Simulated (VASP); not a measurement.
# Al4BSbP2 (P3m1) in VASP: relaxation of cell and atoms with PBE

Aim: the relaxation of cell and atoms of Al4BSbP2 with PBE.

Everything below comes from runs of VASP 6.6.1. Logs are shortened: lines on timing, memory, paths and dates and some standing lists are left out, and cuts for length are marked.

### Step 1. The cell of the first run

The structure is trigonal, space group P3m1 (No. 156). The conventional cell has a = 3.827 Å, b = 3.827 Å, c = 13.432 Å, α = 90.00°, β = 90.00°, γ = 120.00°. Within 3.1 Å of Al (site symmetry 3m) lie 3 P at 2.32 Å and 1 Sb at 2.79 Å. Al (site symmetry 3m) has 1 B at 2.12 Å and 3 P at 2.40 Å within 2.8 Å. Within 3.0 Å of Al (site symmetry 3m) lie 3 B at 2.28 Å and 1 P at 2.49 Å. Al (site symmetry 3m) has 1 P at 2.31 Å and 3 Sb at 2.67 Å within 3.0 Å. B (site symmetry 3m) has 4 Al at 2.12 to 2.28 Å within 2.8 Å. Sb (site symmetry 3m) has 4 Al at 2.67 to 2.79 Å within 3.5 Å. Within 3.1 Å of P (site symmetry 3m) lie 4 Al at 2.32 to 2.49 Å. Within 3.0 Å of P (site symmetry 3m) lie 4 Al at 2.31 to 2.40 Å.

### Step 2. Relaxation of cell and atoms, PBE

Input file INCAR:

```
ALGO = Fast
EDIFF = 1E-7
EDIFFG = -0.01
ENCUT = 600
GGA = PE
IBRION = 2
ISIF = 3
ISMEAR = 0
LASPH = T
LCHARG = F
LREAL = F
LWAVE = F
NELM = 100
NSW = 100
PREC = Accurate
SIGMA = 0.1
```

Input file KPOINTS:

```
k-points
0
Gamma
  12 12 4
```

Input file POSCAR:

```
Al4BSbP2
1.0
    3.8274753742      0.0000000000      0.0000000000
   -1.9137376871      3.3146909064      0.0000000000
    0.0000000000      0.0000000000     13.4315358425
Al B Sb P
4 1 1 2
Direct
    0.3333333333      0.6666666667      0.4677536818
    0.3333333333      0.6666666667      0.0287356099
    0.6666666667      0.3333333333      0.2299990531
    0.6666666667      0.3333333333      0.7869851693
    0.3333333333      0.6666666667      0.1868708660
    0.3333333333      0.6666666667      0.6756564715
    0.6666666667      0.3333333333      0.4152672666
    0.6666666667      0.3333333333      0.9587318817
```

Potentials or basis: VASP PAW PBE potentials, release 64 (Al, B, Sb, P).

Launch:

```sh
$ cat potpaw_PBE.64/Al/POTCAR potpaw_PBE.64/B/POTCAR potpaw_PBE.64/Sb/POTCAR potpaw_PBE.64/P/POTCAR > POTCAR
$ mpirun -np 1 vasp_std > vasp.out
```

OUTCAR:

```text
EDIFF = 1E-7
   EDIFFG = -0.01
   ENCUT = 600
   GGA = PE
   IBRION = 2
   ISIF = 3
   ISMEAR = 0
   LASPH = T
   LREAL = F
   NELM = 100
   NSW = 100
   PREC = Accurate

 ion  position               nearest neighbor table
   1  0.333  0.667  0.468-   7 2.32   7 2.32   7 2.32   6 2.79
   2  0.333  0.667  0.029-   5 2.12   8 2.40   8 2.40   8 2.40
   3  0.667  0.333  0.230-   5 2.28   5 2.28   5 2.28   7 2.49
   4  0.667  0.333  0.787-   8 2.31   6 2.67   6 2.67   6 2.67
   5  0.333  0.667  0.187-   2 2.12   3 2.28   3 2.28   3 2.28
   6  0.333  0.667  0.676-   4 2.67   4 2.67   4 2.67   1 2.79
   7  0.667  0.333  0.415-   1 2.32   1 2.32   1 2.32   3 2.49
   8  0.667  0.333  0.959-   4 2.31   2 2.40   2 2.40   2 2.40

  LATTYP: Found a hexagonal cell.
 ALAT       =     3.8274753742
 C/A-ratio  =     3.5092416095

  Lattice vectors:

 A1 = (   3.8274753742,   0.0000000000,   0.0000000000)
 A2 = (  -1.9137376871,   3.3146909064,   0.0000000000)
 A3 = (   0.0000000000,   0.0000000000,  13.4315358425)

Analysis of symmetry for initial positions (statically):
=====================================================================
 Subroutine PRICEL returns:
 Original cell was already a primitive cell.

 Routine SETGRP: Setting up the symmetry group for a
 hexagonal supercell.

 Subroutine GETGRP returns: Found  6 space group operations
 (whereof  6 operations were pure point group operations)
 out of a pool of 24 trial point group operations.

The static configuration has the point symmetry C_3v.

Analysis of symmetry for dynamics (positions and initial velocities):
=====================================================================
 Subroutine PRICEL returns:
 Original cell was already a primitive cell.

 Routine SETGRP: Setting up the symmetry group for a
 hexagonal supercell.

 Subroutine GETGRP returns: Found  6 space group operations
 (whereof  6 operations were pure point group operations)
 out of a pool of 24 trial point group operations.

The dynamic configuration has the point symmetry C_3v.

 Subroutine INISYM returns: Found  6 space group operations
 (whereof  6 operations are pure point group operations),
 and found     1 'primitive' translations

----------------------------------------------------------------------------------------

                                     Primitive cell

  volume of cell :     170.4045

  direct lattice vectors                    reciprocal lattice vectors
     3.827475374  0.000000000  0.000000000     0.261268827  0.150843627  0.000000000
    -1.913737687  3.314690906  0.000000000     0.000000000  0.301687255  0.000000000
     0.000000000  0.000000000 13.431535843     0.000000000  0.000000000  0.074451650

  length of vectors
     3.827475374  3.827475374 13.431535843     0.301687255  0.301687255  0.074451650

  position of ions in fractional coordinates (direct lattice)
     0.333333333  0.666666667  0.467753682
     0.333333333  0.666666667  0.028735610
     0.666666667  0.333333333  0.229999053
     0.666666667  0.333333333  0.786985169
     0.333333333  0.666666667  0.186870866
     0.333333333  0.666666667  0.675656471
     0.666666667  0.333333333  0.415267267
     0.666666667  0.333333333  0.958731882

  ion indices of the primitive-cell ions
   primitive index   ion index
                 1           1
                 2           2
                 3           3
                 4           4
                 5           5
                 6           6
                 7           7
                 8           8

----------------------------------------------------------------------------------------

 KPOINTS: k-points

Automatic generation of k-mesh.
 Grid dimensions read from file:
 generate k-points for:   12   12    4

 Generating k-lattice:

  Cartesian coordinates                     Fractional coordinates (reciprocal lattice)
     0.021772402  0.012570302  0.000000000     0.083333333  0.000000000  0.000000000
     0.000000000  0.025140605  0.000000000     0.000000000  0.083333333  0.000000000
     0.000000000  0.000000000  0.018612912     0.000000000  0.000000000  0.250000000

  Length of vectors
     0.025140605  0.025140605  0.018612912

  Shift w.r.t. Gamma in fractional coordinates (k-lattice)
     0.000000000  0.000000000  0.000000000

 Subroutine IBZKPT returns following result:
 ===========================================

 Found     69 irreducible k-points:

 Following reciprocal coordinates:
            Coordinates               Weight
  0.000000  0.000000  0.000000      1.000000
  0.083333  0.000000  0.000000      6.000000
  0.166667  0.000000  0.000000      6.000000
  0.250000 -0.000000  0.000000      6.000000
  0.333333 -0.000000  0.000000      6.000000
  0.416667  0.000000  0.000000      6.000000
[... 16 lines left out ...]
  0.166667  0.000000  0.250000      6.000000
  0.000000  0.166667  0.250000      6.000000
 [... further k-points ...]
   k-points           NKPTS =     69   k-points in BZ     NKDIM =     69   number of bands    NBANDS=     20
   number of dos      NEDOS =    301   number of ions     NIONS =      8
   total plane-waves  NPLWV = 110592
   dimension x,y,z NGX =    32 NGY =   32 NGZ =  108
   dimension x,y,z NGXF=    64 NGYF=   64 NGZF=  216
   ions per type =               4   1   1   2
   NGX,Y,Z   is equivalent  to a cutoff of  13.90, 13.90, 13.37 a.u.
   NGXF,Y,Z  is equivalent  to a cutoff of  27.80, 27.80, 26.73 a.u.
 SYSTEM =  unknown system
   PREC   = accura    normal or accurate (medium, high low for compatibility)
   ISTART =      0    job   : 0-new  1-cont  2-samecut
   ICHARG =      2    charge: 1-file 2-atom 10-const
   ISPIN  =      1    spin polarized calculation?
   LNONCOLLINEAR =      F non collinear calculations
   LSORBIT =      F    spin-orbit coupling
   LASPH  =      T    aspherical Exc in radial PAW
   ENCUT  =  600.0 eV  44.10 Ry    6.64 a.u.   7.64  7.64 26.83*2*pi/ulx,y,z
   NELM   =    100;   NELMIN=  2; NELMDL= -5     # of ELM steps
   EDIFF  = 0.1E-06   stopping-criterion for ELM
   LREAL  =      F    real-space projection
   EDIFFG = -.1E-01   stopping-criterion for IOM
   NSW    =    100    number of steps for IOM
   IBRION =      2    ionic relax: 0-MD 1-quasi-New 2-CG
   NFREE  =      1    steps in history (QN), initial steepest desc. (CG)
   ISIF   =      3    stress and relaxation
   ISYM   =      2    0-nonsym 1-usesym 2-fastsym
   POTIM  = 0.5000    time-step for ionic-motion
   TEBEG  =    0.0;   TEEND  =   0.0 temperature during run
   PSTRESS=    0.0 pullay stress
   NELECT =      30.0000    total number of electrons
   NUPDOWN=      -1.0000    fix difference up-down
   EMIN   =  10.00;   EMAX   =-10.00  energy-range for DOS
   EFERMI =   0.00;   METHOD = LEGACY
   ISMEAR =     0;   SIGMA  =   0.10  broadening in eV -4-tet -1-fermi 0-gaus
   EFERMI_NEDOS =   21; number of points for ismear=-14 and -15
   IALGO  =     68    algorithm
   IMIX   =      4    mixing-type and parameters
     AMIX     =   0.40;   BMIX     =  1.00
     AMIX_MAG =   1.60;   BMIX_MAG =  1.00
  volume/ion in A,a.u.               =      21.30       143.74
  Fermi-wavevector in a.u.,A,eV,Ry     =   0.917533  1.733885 11.454285  0.841866
  Thomas-Fermi vector in A             =   2.042512
   LORBIT       =      0    0 simple, 1 ext, 2 COOP (PROOUT), +10 PAW based schemes
   GGA     = PE    functional components
   LHFCALC =     F    Hartree Fock is set to
   AEXX    =    0.0000 exact exchange contribution
   IVDW    =     0    specifies the selected vdW correction
   LEPSILON=     F    determine dielectric tensor
   LRPA    =     F    only Hartree local field effects (RPA)
 conjugate gradient relaxation of ions
 non-spin polarized calculation
 RMM-DIIS sequential band-by-band and
 Gauss-broadening in eV      SIGMA  =   0.10
  energy-cutoff  :      600.00
  volume of cell :      170.40
 maximum number of plane-waves:      5754
 NGX is ok and might be reduce to    32
   NGX = 15   NGY = 15   NGZ = 53

--------------------------------------- Ionic step        1  -------------------------------------------

 number of electron      30.0000000 magnetization

 Free energy of the ion-electron system (eV)
  ---------------------------------------------------
  ext. energy  EPLUGINS =         0.00000000
  ---------------------------------------------------
  free energy    TOTEN  =       -36.50742720 eV

  energy without entropy =      -36.49084653  energy(sigma->0) =      -36.49913687

------------------------ aborting loop because EDIFF is reached ----------------------------------------

  FORCE on cell =-STRESS in cart. coord.  units (eV):
  Direction    XX          YY          ZZ          XY          YZ          ZX
  --------------------------------------------------------------------------------------
  -------------------------------------------------------------------------------------
  Total        0.2911882      0.2911882      0.1017298      0.0000000      0.0000000      0.0000000
  in kB        2.7378095      2.7378095      0.9564839      0.0000000      0.0000000      0.0000000
  external PRESSURE =       2.1440343 kB  Pullay stress =       0.0000000 kB
[... 107 lines left out ...]
  FREE ENERGIE OF THE ION-ELECTRON SYSTEM (eV)
  ---------------------------------------------------
  free  energy   TOTEN  =       -36.5138517502 eV

  energy  without entropy=      -36.4977223184  energy(sigma->0) =      -36.50578703

[... ionic steps 4 to 9 ...]

--------------------------------------- Ionic step       10  -------------------------------------------

 number of electron      30.0000000 magnetization

------------------------ aborting loop because EDIFF is reached ----------------------------------------
[... 79 lines left out ...]
--------------------------------------- Ionic step       12  -------------------------------------------

 number of electron      30.0000000 magnetization

 Free energy of the ion-electron system (eV)
  ---------------------------------------------------
  ext. energy  EPLUGINS =         0.00000000
  ---------------------------------------------------
  free energy    TOTEN  =       -36.52642048 eV

  energy without entropy =      -36.51327113  energy(sigma->0) =      -36.51984581

 E-fermi :   4.6510     XC(G=0):  -9.1095

 val. band max:        4.6486252237   @ k =   0.0000   0.0000   0.0000
 cond. band min:       4.6516431457   @ k =   0.4167   0.0833   0.0000
 fundamental gap:      0.0030179220
 Fermi energy:         4.6509794935

 k-point     1 :       0.0000    0.0000    0.0000
  band No.  band energies     occupation
      1      -6.9246      2.00000
      2      -6.6059      2.00000
      3      -5.9527      2.00000
      4      -3.1622      2.00000
      5      -1.2639      2.00000
      6       1.0159      2.00000
[... 541 lines left out ...]
     19       8.2378      0.00000
     20       8.6417      0.00000

 [... further k-points ...]

------------------------ aborting loop because EDIFF is reached ----------------------------------------

  FORCE on cell =-STRESS in cart. coord.  units (eV):
  Direction    XX          YY          ZZ          XY          YZ          ZX
  --------------------------------------------------------------------------------------
  -------------------------------------------------------------------------------------
  Total       -0.0120392     -0.0120392      0.0470863      0.0000000      0.0000000      0.0000000
  in kB       -0.1124699     -0.1124699      0.4398806      0.0000000      0.0000000      0.0000000
  external PRESSURE =       0.0716470 kB  Pullay stress =       0.0000000 kB
[... 23 lines left out ...]
  FREE ENERGIE OF THE ION-ELECTRON SYSTEM (eV)
  ---------------------------------------------------
  free  energy   TOTEN  =       -36.5264204809 eV

  energy  without entropy=      -36.5132711322  energy(sigma->0) =      -36.51984581

 reached required accuracy - stopping structural energy minimisation
```

Wall time 54 min (1 thread of Oxide Virtual Turin-like, shared host); peak memory 0.55 GiB.

Results:

```yaml
Free_energy: -36.5264 eV
Relaxed_volume: 21.44 Å³/atom
Relaxed_cell: a = 3.826 Å, b = 3.826 Å, c = 13.531 Å, α = 90.00°, β = 90.00°, γ = 120.00°
Space_group_after_relaxing_to_0.1_Å: P3m1 (No. 156)
Energy_gained_by_relaxing: 2.4 meV/atom
Ionic_steps: 12
Pressure_after_relaxing: 0.0 GPa
Largest_force_after_relaxing: 0.010 eV/Å
Band_gap_on_the_k_mesh: zero (bands 15 and 16 overlap by 2.05 eV)
```

Forces in eV/Å, atoms in the order of the input:
```
Al   0.000  0.000 -0.005
Al   0.000  0.000 -0.007
Al   0.000  0.000 -0.010
Al   0.000  0.000 -0.005
B    0.000  0.000  0.008
Sb   0.000  0.000  0.008
P    0.000  0.000  0.007
P    0.000  0.000  0.004
```

Step by step:
| step | energy change (eV) | largest force (eV/Å) | pressure (GPa) | volume (Å³) |
| --- | --- | --- | --- | --- |
| 1 | 0.0000 | 0.2310 | 0.21 | 170.40 |
| 2 | -0.0048 | 0.1628 | -0.03 | 171.11 |
| 3 | -0.0064 | 0.1258 | -0.28 | 171.83 |
| 4 | -0.0099 | 0.1215 | 0.00 | 171.30 |
| 5 | -0.0110 | 0.1454 | 0.23 | 170.85 |
| 6 | -0.0142 | 0.1122 | 0.14 | 171.10 |
| 7 | -0.0172 | 0.1195 | -0.08 | 171.72 |
| 8 | -0.0187 | 0.0514 | -0.02 | 171.61 |
| 9 | -0.0187 | 0.0483 | -0.01 | 171.59 |
| 10 | -0.0189 | 0.0205 | -0.01 | 171.56 |
| 11 | -0.0190 | 0.0186 | -0.01 | 171.55 |
| 12 | -0.0190 | 0.0097 | 0.01 | 171.50 |

Final structure:
```cif
data_structure
_symmetry_space_group_name_H-M 'P 1'
_symmetry_Int_Tables_number 1
_cell_length_a 3.8256
_cell_length_b 3.8256
_cell_length_c 13.5314
_cell_angle_alpha 90.000
_cell_angle_beta 90.000
_cell_angle_gamma 120.000
_cell_volume 171.50
loop_
_atom_site_label
_atom_site_type_symbol
_atom_site_fract_x
_atom_site_fract_y
_atom_site_fract_z
_atom_site_occupancy
Al1 Al 0.33333 0.66667 0.47213 1
Al2 Al 0.33333 0.66667 0.02530 1
Al3 Al 0.66667 0.33333 0.23556 1
Al4 Al 0.66667 0.33333 0.78523 1
B1 B 0.33333 0.66667 0.18231 1
Sb1 Sb 0.33333 0.66667 0.67648 1
P1 P 0.66667 0.33333 0.41735 1
P2 P 0.66667 0.33333 0.95564 1
```

Levels at points of the mesh, in eV from the Fermi level:
```tsv
k point	band 11	band 12	band 13	band 14	band 15	band 16	band 17	band 18	band 19	band 20
(0.00, 0.00, 0.00)	-0.52	0.00	1.20	1.20	1.40	1.40	2.15	2.99	3.20	4.27
(0.50, 0.00, 0.00)	-2.15	-1.73	-1.69	-0.76	-0.55	0.31	1.58	1.82	2.18	2.67
(0.00, 0.00, 0.50)	-0.52	-0.52	1.23	1.23	1.37	1.37	2.74	3.04	3.26	4.26
(0.50, 0.00, 0.50)	-2.15	-1.71	-1.64	-0.72	-0.51	0.27	1.52	1.85	2.25	2.47
```

Caveat: spin-orbit coupling is left out, which moves the levels of the heavy elements.
